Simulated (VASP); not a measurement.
# HgTe (F-43m) in VASP: single point with PBEsol

Aim: the single point of HgTe with PBEsol.

Everything below comes from runs of VASP 6.6.1. Logs are shortened: lines on timing, memory, paths and dates and some standing lists are left out, and cuts for length are marked.

## Step 1: The cell of the first run

It takes space group F-43m (No. 216, cubic). Conventional cell: a = 6.254 Å, b = 6.254 Å, c = 6.254 Å, α = 90.00°, β = 90.00°, γ = 90.00°. Hg (site symmetry -43m) has 4 Te at 2.71 Å within 3.6 Å. Within 3.6 Å of Te (site symmetry -43m) lie 4 Hg at 2.71 Å.

## Step 2: Single point, PBEsol (strain -0.030 along x and y, -0.030 along z)

INCAR

```
SYSTEM = HgTe
PREC = Accurate
ENCUT = 520
EDIFF = 1E-6
ISMEAR = 0
SIGMA = 0.15
LREAL = .FALSE.
LASPH = .TRUE.
NELM = 60
ALGO = Normal
ISIF = 2
LWAVE = .FALSE.
LCHARG = .FALSE.
GGA = PS
NBANDS = 16
```

KPOINTS

```
Automatic mesh
0
G
  14 14 14
  0 0 0
```

POSCAR

```
HgTe
1.0
    0.0000000000      3.1267950000      3.1267950000
    3.1267950000      0.0000000000      3.1267950000
    3.1267950000      3.1267950000      0.0000000000
Hg Te
1 1
Direct
    0.0000000000      0.0000000000      0.0000000000
    0.7500000000      0.7500000000      0.7500000000
```

Potentials or basis: VASP PAW PBE potentials, release 64 (Hg, Te).

Command:

```console
$ cat potpaw_PBE.64/Hg/POTCAR potpaw_PBE.64/Te/POTCAR > POTCAR
$ mpirun -np 1 vasp_std > vasp.out
```

OUTCAR:

```text
SYSTEM = HgTe
   PREC = Accurate
   ENCUT = 520
   EDIFF = 1E-6
   ISMEAR = 0
   LREAL = .FALSE.
   LASPH = .TRUE.
   NELM = 60
   ISIF = 2
   GGA = PS

 ion  position               nearest neighbor table
   1  0.000  0.000  0.000-   2 2.71   2 2.71   2 2.71   2 2.71
   2  0.750  0.750  0.750-   1 2.71   1 2.71   1 2.71   1 2.71

  LATTYP: Found a face centered cubic cell.
 ALAT       =     6.2535900000

  Lattice vectors:

 A1 = (   0.0000000000,   3.1267950000,   3.1267950000)
 A2 = (   3.1267950000,   0.0000000000,   3.1267950000)
 A3 = (   3.1267950000,   3.1267950000,   0.0000000000)

Analysis of symmetry for initial positions (statically):
=====================================================================
 Subroutine PRICEL returns:
 Original cell was already a primitive cell.

 Routine SETGRP: Setting up the symmetry group for a
 face centered cubic supercell.

 Subroutine GETGRP returns: Found 24 space group operations
 (whereof 24 operations were pure point group operations)
 out of a pool of 48 trial point group operations.

The static configuration has the point symmetry T_d .

Analysis of symmetry for dynamics (positions and initial velocities):
=====================================================================
 Subroutine PRICEL returns:
 Original cell was already a primitive cell.

 Routine SETGRP: Setting up the symmetry group for a
 face centered cubic supercell.

 Subroutine GETGRP returns: Found 24 space group operations
 (whereof 24 operations were pure point group operations)
 out of a pool of 48 trial point group operations.

The dynamic configuration has the point symmetry T_d .

 Subroutine INISYM returns: Found 24 space group operations
 (whereof 24 operations are pure point group operations),
 and found     1 'primitive' translations

----------------------------------------------------------------------------------------

                                     Primitive cell

  volume of cell :      61.1404

  direct lattice vectors                    reciprocal lattice vectors
     0.000000000  3.126795000  3.126795000    -0.159908149  0.159908149  0.159908149
     3.126795000  0.000000000  3.126795000     0.159908149 -0.159908149  0.159908149
     3.126795000  3.126795000  0.000000000     0.159908149  0.159908149 -0.159908149

  length of vectors
     4.421955896  4.421955896  4.421955896     0.276969038  0.276969038  0.276969038

  position of ions in fractional coordinates (direct lattice)
     0.000000000  0.000000000  0.000000000
     0.750000000  0.750000000  0.750000000

  ion indices of the primitive-cell ions
   primitive index   ion index
                 1           1
                 2           2

----------------------------------------------------------------------------------------

 KPOINTS: Automatic mesh

Automatic generation of k-mesh.
 Grid dimensions read from file:
 generate k-points for:   14   14   14

 Generating k-lattice:

  Cartesian coordinates                     Fractional coordinates (reciprocal lattice)
    -0.011422011  0.011422011  0.011422011     0.071428571  0.000000000  0.000000000
     0.011422011 -0.011422011  0.011422011     0.000000000  0.071428571  0.000000000
     0.011422011  0.011422011 -0.011422011     0.000000000  0.000000000  0.071428571

  Length of vectors
     0.019783503  0.019783503  0.019783503

  Shift w.r.t. Gamma in fractional coordinates (k-lattice)
     0.000000000  0.000000000  0.000000000

 Subroutine IBZKPT returns following result:
 ===========================================

 Found    104 irreducible k-points:

 Following reciprocal coordinates:
            Coordinates               Weight
  0.000000  0.000000  0.000000      1.000000
  0.071429  0.000000  0.000000      8.000000
  0.142857  0.000000  0.000000      8.000000
  0.214286  0.000000  0.000000      8.000000
  0.285714  0.000000  0.000000      8.000000
  0.357143  0.000000  0.000000      8.000000
[... 16 lines left out ...]
  0.214286  0.142857  0.000000     24.000000
  0.285714  0.142857  0.000000     24.000000
 [... further k-points ...]
   k-points           NKPTS =    104   k-points in BZ     NKDIM =    104   number of bands    NBANDS=     16
   number of dos      NEDOS =    301   number of ions     NIONS =      2
   total plane-waves  NPLWV =  46656
   dimension x,y,z NGX =    36 NGY =   36 NGZ =   36
   dimension x,y,z NGXF=    72 NGYF=   72 NGZF=   72
   ions per type =               1   1
   NGX,Y,Z   is equivalent  to a cutoff of  13.53, 13.53, 13.53 a.u.
   NGXF,Y,Z  is equivalent  to a cutoff of  27.07, 27.07, 27.07 a.u.
 SYSTEM =  HgTe
   PREC   = accura    normal or accurate (medium, high low for compatibility)
   ISTART =      0    job   : 0-new  1-cont  2-samecut
   ICHARG =      2    charge: 1-file 2-atom 10-const
   ISPIN  =      1    spin polarized calculation?
   LNONCOLLINEAR =      F non collinear calculations
   LSORBIT =      F    spin-orbit coupling
   LASPH  =      T    aspherical Exc in radial PAW
   ENCUT  =  520.0 eV  38.22 Ry    6.18 a.u.   8.22  8.22  8.22*2*pi/ulx,y,z
   NELM   =     60;   NELMIN=  2; NELMDL= -5     # of ELM steps
   EDIFF  = 0.1E-05   stopping-criterion for ELM
   LREAL  =      F    real-space projection
   EDIFFG = 0.1E-04   stopping-criterion for IOM
   NSW    =      0    number of steps for IOM
   IBRION =     -1    ionic relax: 0-MD 1-quasi-New 2-CG
   NFREE  =      0    steps in history (QN), initial steepest desc. (CG)
   ISIF   =      2    stress and relaxation
   ISYM   =      2    0-nonsym 1-usesym 2-fastsym
   POTIM  = 0.5000    time-step for ionic-motion
   TEBEG  =    0.0;   TEEND  =   0.0 temperature during run
   PSTRESS=    0.0 pullay stress
   NELECT =      18.0000    total number of electrons
   NUPDOWN=      -1.0000    fix difference up-down
   EMIN   =  10.00;   EMAX   =-10.00  energy-range for DOS
   EFERMI =   0.00;   METHOD = LEGACY
   ISMEAR =     0;   SIGMA  =   0.15  broadening in eV -4-tet -1-fermi 0-gaus
   EFERMI_NEDOS =   21; number of points for ismear=-14 and -15
   IALGO  =     38    algorithm
   IMIX   =      4    mixing-type and parameters
     AMIX     =   0.40;   BMIX     =  1.00
     AMIX_MAG =   1.60;   BMIX_MAG =  1.00
  volume/ion in A,a.u.               =      30.57       206.30
  Fermi-wavevector in a.u.,A,eV,Ry     =   1.089071  2.058046 16.137544  1.186076
  Thomas-Fermi vector in A             =   2.225266
   LORBIT       =      0    0 simple, 1 ext, 2 COOP (PROOUT), +10 PAW based schemes
   GGA     = PS    functional components
   LHFCALC =     F    Hartree Fock is set to
   AEXX    =    0.0000 exact exchange contribution
   IVDW    =     0    specifies the selected vdW correction
   LEPSILON=     F    determine dielectric tensor
   LRPA    =     F    only Hartree local field effects (RPA)
 non-spin polarized calculation
 Gauss-broadening in eV      SIGMA  =   0.15
  energy-cutoff  :      520.00
  volume of cell :       61.14
 maximum number of plane-waves:      1676
 NGX is ok and might be reduce to    36
   NGX = 17   NGY = 17   NGZ = 17

 number of electron      18.0000002 magnetization

 Free energy of the ion-electron system (eV)
  ---------------------------------------------------
  ext. energy  EPLUGINS =         0.00000000
  ---------------------------------------------------
  free energy    TOTEN  =        -4.21938261 eV

  energy without entropy =       -4.21921311  energy(sigma->0) =       -4.21929786

 E-fermi :   4.2020     XC(G=0):  -9.3981

 val. band max:        4.0758243534   @ k =   0.0000   0.0000   0.0000
 cond. band min:       4.5222007874   @ k =   0.0714   0.0000   0.0000
 fundamental gap:      0.4463764340
 Fermi energy:         4.2019642131

 k-point     1 :       0.0000    0.0000    0.0000
  band No.  band energies     occupation
      1      -8.7346      2.00000
      2      -3.9175      2.00000
      3      -3.9175      2.00000
      4      -3.9175      2.00000
      5      -3.2520      2.00000
      6      -3.2520      2.00000
[... 8 lines left out ...]
     15      13.7553      0.00000
     16      13.7564      0.00000

 k-point     2 :       0.0714    0.0000    0.0000
  band No.  band energies     occupation
      1      -8.7030      2.00000
      2      -3.9108      2.00000
      3      -3.9083      2.00000
      4      -3.9083      2.00000
      5      -3.2534      2.00000
      6      -3.2534      2.00000
[... 8 lines left out ...]
     15      13.0969      0.00000
     16      13.0969      0.00000

 k-point     3 :       0.1429    0.0000    0.0000
  band No.  band energies     occupation
      1      -8.6126      2.00000
      2      -3.8846      2.00000
      3      -3.8833      2.00000
      4      -3.8833      2.00000
      5      -3.2560      2.00000
      6      -3.2560      2.00000
[... 8 lines left out ...]
     15      12.6397      0.00000
     16      12.6397      0.00000

 k-point     4 :       0.2143    0.0000    0.0000
  band No.  band energies     occupation
      1      -8.4770      2.00000
      2      -3.8490      2.00000
      3      -3.8490      2.00000
      4      -3.8207      2.00000
      5      -3.2566      2.00000
      6      -3.2566      2.00000
[... 8 lines left out ...]
     15      12.4627      0.00000
     16      12.4627      0.00000
[... 324 lines left out ...]
 k-point    22 :       0.1429    0.1429    0.0000
  band No.  band energies     occupation
      1      -8.5714      2.00000
      2      -3.9174      2.00000
      3      -3.8501      2.00000
      4      -3.8501      2.00000
      5      -3.2782      2.00000
      6      -3.2373      2.00000
[... 8 lines left out ...]
     15      12.1139      0.00000
     16      13.8406      0.00000

 k-point    23 :       0.2143    0.1429    0.0000
  band No.  band energies     occupation
      1      -8.4698      2.00000
      2      -3.9008      2.00000
      3      -3.8130      2.00000
      4      -3.8087      2.00000
      5      -3.2859      2.00000
      6      -3.2311      2.00000
[... 8 lines left out ...]
     15      12.7878      0.00000
     16      13.6148      0.00000

 k-point    24 :       0.2857    0.1429    0.0000
  band No.  band energies     occupation
      1      -8.3330      2.00000
      2      -3.8576      2.00000
      3      -3.7736      2.00000
      4      -3.7413      2.00000
      5      -3.2823      2.00000
      6      -3.2250      2.00000
[... 8 lines left out ...]
     15      13.0649      0.00000
     16      13.5525      0.00000

 [... further k-points ...]
[... 5 lines left out ...]
  --------------------------------------------------------------------------------------
  -------------------------------------------------------------------------------------
  Total        2.7095329      2.7095329      2.7095329     -0.0000000      0.0000000      0.0000000
  in kB       71.0030136     71.0030136     71.0030136     -0.0000000      0.0000000      0.0000000
  external PRESSURE =      71.0030136 kB  Pullay stress =       0.0000000 kB

 VOLUME and BASIS-vectors are now :
 -----------------------------------------------------------------------------
  energy-cutoff  :      520.00
  volume of cell :       61.14
      direct lattice vectors                 reciprocal lattice vectors
     0.000000000  3.126795000  3.126795000    -0.159908149  0.159908149  0.159908149
     3.126795000  0.000000000  3.126795000     0.159908149 -0.159908149  0.159908149
     3.126795000  3.126795000  0.000000000     0.159908149  0.159908149 -0.159908149

 POSITION                                       TOTAL-FORCE (eV/Angst)
 -----------------------------------------------------------------------------------
      0.00000      0.00000      0.00000        -0.000000     -0.000000     -0.000000
      4.69019      4.69019      4.69019         0.000000      0.000000      0.000000
 -----------------------------------------------------------------------------------
    total drift:                                0.000000      0.000000      0.000000

  FREE ENERGIE OF THE ION-ELECTRON SYSTEM (eV)
  ---------------------------------------------------
  free  energy   TOTEN  =        -4.2193826130 eV

  energy  without entropy=       -4.2192131073  energy(sigma->0) =       -4.21929786
```

It took 1.8 min on 1 thread of Intel Xeon 8259CL, shared host; peak memory 0.28 GiB.

Results:

- Free energy: -4.2194 eV
- Pressure: 7.1 GPa
- Band gap on the k mesh: zero (filled and empty bands touch)

Caveat: the cell differs from its parent crystal (strain -0.030 along x and y, -0.030 along z); the cell stands under pressure; semilocal functionals underestimate gaps, so a narrow gap can read as zero; the PAW data sets were made with another functional, which shifts forces and pressure a little; spin-orbit coupling is left out, which moves the levels of the heavy elements.
